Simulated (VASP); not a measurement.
**BaTiO3: single point with PBE**

The system is BaTiO3.

```
Ba Ti O
1.0
     3.98535    0.00000    0.00000
     0.00000    3.98535    0.00000
     0.00000    0.00000    4.07575
Ba Ti O
1 1 3
Cartesian
  0.0000 0.0000 4.0200
  1.9927 1.9927 1.9119
  1.9927 1.9927 0.1543
  1.9927 0.0000 2.1087
  0.0000 1.9927 2.1087
```

This cell differs from its parent crystal: strain +0.000 along x and y, -0.030 along z.

```
Program             : VASP 6.6.1
Task                : single point
Functional          : PBE
Potentials or basis : VASP PAW PBE potentials, release 64 (Ba_sv, Ti_sv, O)
Cutoff              : 520 eV
k mesh              : 8 × 8 × 6
Occupations         : gaussian, width 0.05 eV
Spin                : no spin polarisation
```

```
Pressure               : 6.9 GPa
Largest force          : 1.139 eV/Å
Band gap on the k mesh : 1.87 eV (least direct gap 2.37 eV)
```

Forces in eV/Å, atoms in the order of the input:
```
Ba   0.000  0.000  0.134
Ti   0.000  0.000  1.067
O    0.000  0.000 -1.139
O    0.000  0.000 -0.032
O    0.000  0.000 -0.032
```

Stress tensor (GPa, compression positive):
```
 4.82  0.00  0.00
 0.00  4.82  0.00
 0.00  0.00 11.12
```

Levels at points of the mesh, in eV from the valence-band top:
| k point | band 16 | band 17 | band 18 | band 19 | band 20 | band 21 | band 22 | band 23 | band 24 | band 25 |
| --- | --- | --- | --- | --- | --- | --- | --- | --- | --- | --- |
| (0.00, 0.00, 0.00) | -1.85 | -1.27 | -0.83 | -0.51 | -0.51 | 1.87 | 2.60 | 2.60 | 4.15 | 4.59 |
| (0.50, 0.00, 0.00) | -1.99 | -1.87 | -1.62 | -1.53 | -1.31 | 2.68 | 3.53 | 3.68 | 4.41 | 5.72 |
| (0.50, 0.50, 0.00) | -2.98 | -1.98 | -1.25 | -1.25 | -0.08 | 3.73 | 3.73 | 4.02 | 4.54 | 7.55 |
| (0.00, 0.00, 0.50) | -2.39 | -2.05 | -1.98 | -0.72 | -0.72 | 2.02 | 3.78 | 3.78 | 4.15 | 6.28 |
| (0.50, 0.00, 0.50) | -2.66 | -1.80 | -1.03 | -0.97 | -0.45 | 3.59 | 3.80 | 3.98 | 4.97 | 7.41 |
| (0.50, 0.50, 0.50) | -2.71 | -2.52 | -0.38 | -0.38 | 0.00 | 4.21 | 4.24 | 4.24 | 6.14 | 6.59 |

Wall time 3.7 min on 1 thread of Intel Xeon 8259CL, on a shared host, peak memory 0.25 GiB.

Caveat: the cell differs from its parent crystal (strain +0.000 along x and y, -0.030 along z); the stress differs along the axes, from 5 to 11 GPa; spin-orbit coupling is left out, which moves the levels of the heavy elements; forces of over 1 eV/Å act on the atoms, so gaps and moduli don't describe the material at rest. A k mesh can miss the band edges.
